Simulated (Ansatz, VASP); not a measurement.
**One calculation of B3F2, two programs**

```
CELL_PARAMETERS angstrom
3.45455 -0.67803 -0.01144
-1.13212 3.99843 0.04402
0.00789 -0.06870 6.45887
ATOMIC_POSITIONS crystal
B 0.16688 0.20057 0.75001
B 0.06555 0.23635 0.25001
B 0.55520 0.20770 0.58372
B 0.55520 0.20769 0.91626
B 0.10669 0.39474 0.50340
B 0.10666 0.39473 0.99660
F 0.85433 0.83286 0.75001
F 0.88456 0.87298 0.25002
F 0.35246 0.82269 0.99876
F 0.35246 0.82270 0.50122
```

Change from the starting cell: the structure that the rattled cell fell into.

Alike in both runs: functional PBE; k mesh 6 × 4 × 4; occupations gaussian, width 0.1 eV; no spin polarisation.

Ansatz relaxed the structure, and its values are those at the end. VASP's run is a single point on that final structure, the one shown.

|  | VASP | Ansatz |
| --- | --- | --- |
| version | VASP 6.6.1 | Ansatz 0.2.0 |
| potentials or method | VASP PAW PBE potentials, release 64 (B, F), cutoff 520 eV | scalar-relativistic, plane waves, PAW |
| valence electrons in the cell | 46 | 46 |

Ansatz gave:

```
gap on the k mesh at the Fermi level (eV) : 1.50
least direct gap on the mesh (eV)         : 1.69
pressure (GPa)                            : 0.0
rms of the force components (eV/Å)        : 0.007
```

What did VASP give for the same quantities?

gap on the k mesh at the Fermi level (eV): 1.49; least direct gap on the mesh (eV): 1.67; pressure (GPa): 0.3; rms of the force components (eV/Å): 0.092.

With one functional, cell and mesh, what is left measures potentials, basis and numerics.

The k mesh is coarse, so the values compare programs but aren't converged.
